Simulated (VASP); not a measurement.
Mg4H: single point with PBE

System: Mg4H, a slab with vacuum.

```xyz
10
Lattice="6.4201 0.0000 0.0000 0.0000 5.1379 0.0000 0.0000 0.0000 21.6645" Properties=species:S:1:pos:R:3 pbc="T T T"
Mg    0.0000    3.8534    4.0000
Mg    3.2101    3.8534    4.0000
Mg    1.6050    1.2845    4.9267
Mg    4.8151    1.2845    4.9267
Mg    1.6050    3.8534    6.8746
Mg    4.8151    3.8534    6.8746
Mg    0.0000    1.2845    7.6645
Mg    3.2101    1.2845    7.6645
H     4.3556    0.4282   11.2645
H     5.2746    0.4282   11.2645
```

- Program: VASP 6.6.1
- Task: single point
- Functional: PBE
- Potentials or basis: VASP PAW PBE potentials, release 64 (Mg, H)
- Cutoff: 520 eV
- k mesh: 4 × 5 × 1
- Occupations: gaussian, width 0.1 eV
- Spin: no spin polarisation

- Largest force: 3.515 eV/Å
- Band gap on the k mesh: zero (bands 9 and 10 overlap by 0.27 eV)

Forces on the atoms (eV/Å):
```
Mg   0.019 -0.001  0.189
Mg  -0.019 -0.001  0.189
Mg   0.000  0.003 -0.115
Mg   0.000 -0.002 -0.102
Mg   0.000  0.001 -0.021
Mg   0.000 -0.003 -0.036
Mg   0.021  0.002 -0.062
Mg  -0.021  0.002 -0.062
H    3.515 -0.002  0.011
H   -3.515 -0.002  0.011
```

Levels at points of the mesh, in eV from the Fermi level:
```csv
k point,band 7,band 8,band 9,band 10,band 11,band 12
"(0.00, 0.00, 0.00)",-0.73,-0.51,-0.19,-0.05,1.20,1.56
"(0.50, 0.00, 0.00)",-0.13,0.10,0.10,0.78,0.78,1.71
```

Run time: 3.2 min on 1 thread of Intel(R) Xeon(R) 6975P-C (Granite Rapids), on a shared host, peak memory 0.64 GiB.
